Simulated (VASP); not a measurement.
**CoSi: single point with PBE**

The system is CoSi.

```
Co Si
1.0
     2.68882    0.00000    0.00000
     0.00000    2.68882    0.00000
     0.00000    0.00000    2.97603
Co Si
1 1
Direct
  0.00000 0.00000 0.00000
  0.50000 0.50000 0.50000
```

This cell differs from its parent crystal: stretched by +7 % along [0.0, 0.0, 1.0] at fixed volume.

```json
{
  "Program": "VASP 6.6.1",
  "Task": "single point",
  "Functional": "PBE",
  "Potentials or basis": "VASP PAW PBE potentials, release 64 (Co, Si)",
  "Cutoff": "520 eV",
  "k mesh": "13 × 13 × 12",
  "Occupations": "fermi-dirac, width 0.1 eV",
  "Spin": "collinear spin, ferromagnetic start",
  "Starting moments": "[2.0, 0.0] μB"
}
```

```yaml
Pressure: 0.2 GPa
Net_moment: 0.41 μB per cell
Site_moments: Co +0.42; Si +0.01 μB
Valence_electrons_inside_the_program's_atomic_spheres: Co 8.61; Si 1.57
```

Stress tensor (GPa, compression positive):
```
 0.49  0.00  0.00
 0.00  0.49  0.00
 0.00  0.00 -0.49
```

Levels at points of the mesh, in eV from the Fermi level:
Spin up:
```csv
k point,band 4,band 5,band 6,band 7,band 8,band 9,band 10,band 11
"(0.00, 0.00, 0.00)",-1.50,-1.50,-1.17,0.88,4.28,4.28,6.87,7.66
"(0.00, 0.00, 0.50)",-2.39,-2.39,-1.09,-1.07,6.73,8.43,8.43,10.58
```
Spin down:
```
           k point  band 2  band 3  band 4  band 5  band 6  band 7  band 8  band 9  band 10  band 11
(0.00, 0.00, 0.00)   -3.67   -3.39   -1.21   -1.21   -0.93    0.87    4.29    4.29     7.07     7.87
(0.00, 0.00, 0.50)   -8.84   -2.80   -2.14   -2.14   -0.84   -0.54    6.73    8.50     8.50    10.58
```

It took 99 s on 1 thread of AMD EPYC 7R13 Processor (Zen 3), with other jobs on the host, peak memory 0.19 GiB.
